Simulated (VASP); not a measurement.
Input of a VASP 6.6.1 run:

Contents of POSCAR:

```
C
1.0
    2.5220660000      0.0000000000      0.0000000000
    1.2610330000      2.1841732260      0.0000000000
    1.2610330000      0.7280577420      2.0592582659
C
2
Direct
    0.0000000000      0.0000000000      0.0000000000
    0.2500000000      0.2500000000      0.2500000000
```

INCAR.step1

```
SYSTEM = C
ALGO = Normal
EDIFF = 1E-4
ENCUT = 520
GGA = PE
ISMEAR = -1
LASPH = .TRUE.
LCHARG = .FALSE.
LREAL = .FALSE.
LWAVE = .TRUE.
NBANDS = 11
NELM = 60
PREC = Accurate
SIGMA = 0.01
```

The input INCAR.step2:

```
SYSTEM = C
ALGO = Normal
EDIFF = 1E-6
ENCUT = 520
ISIF = 2
ISMEAR = -1
ISTART = 1
LASPH = .TRUE.
LCHARG = .FALSE.
LMIXTAU = .TRUE.
LREAL = .FALSE.
LWAVE = .FALSE.
METAGGA = R2SCAN
NBANDS = 11
NELM = 60
PREC = Accurate
SIGMA = 0.01
```

KPOINTS

```
k-points
0
G
  10 10 10
  0 0 0
```

Potentials or basis: VASP PAW PBE potentials, release 64 (C).

The run is started by

```console
$ cat potpaw_PBE.64/C/POTCAR > POTCAR
$ cp INCAR.step1 INCAR
$ mpirun -np 1 vasp_std > vasp.out
$ cp INCAR.step2 INCAR
$ mpirun -np 1 vasp_std > vasp.out
```

Q: What does it give for the band gap on the k mesh?

A: 4.37 eV, indirect (least direct gap 5.84 eV).

Q: Predict the pressure.

A: -1.3 GPa.

Caveat: the PAW data sets were made with another functional, which shifts forces and pressure a little. A k mesh can miss the band edges.
